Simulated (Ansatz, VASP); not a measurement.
AlN in VASP and in Ansatz

```
Al N
1.0
     0.00000    2.82452    2.82452
     2.82452    0.00000    2.82452
     2.82452    2.82452    0.00000
Al N
2 2
Direct
  0.25000 0.25000 0.25000
  0.00000 0.00000 0.00000
  0.50000 0.50000 0.50000
  0.75000 0.75000 0.75000
```

Alike in both runs: functional PBE; k mesh 14 × 14 × 14; occupations gaussian, width 0.1 eV; no spin polarisation.

Ansatz relaxed the structure, and its values are those at the end. VASP's run is a single point on that final structure, the one shown.

|  | VASP | Ansatz |
| --- | --- | --- |
| version | VASP 6.6.1 | Ansatz 0.2.0 |
| potentials or method | VASP PAW PBE potentials, release 64 (Al, N), cutoff 520 eV | scalar-relativistic, plane waves, PAW |
| valence electrons in the cell | 16 | 16 |

```tsv
	VASP	Ansatz	Ansatz less VASP
gap on the k mesh at the Fermi level (eV)	none	none	-
pressure (GPa)	0.0	0.0	+0.06
```

A gap of «none» marks a metal or a gap that the smearing closes.
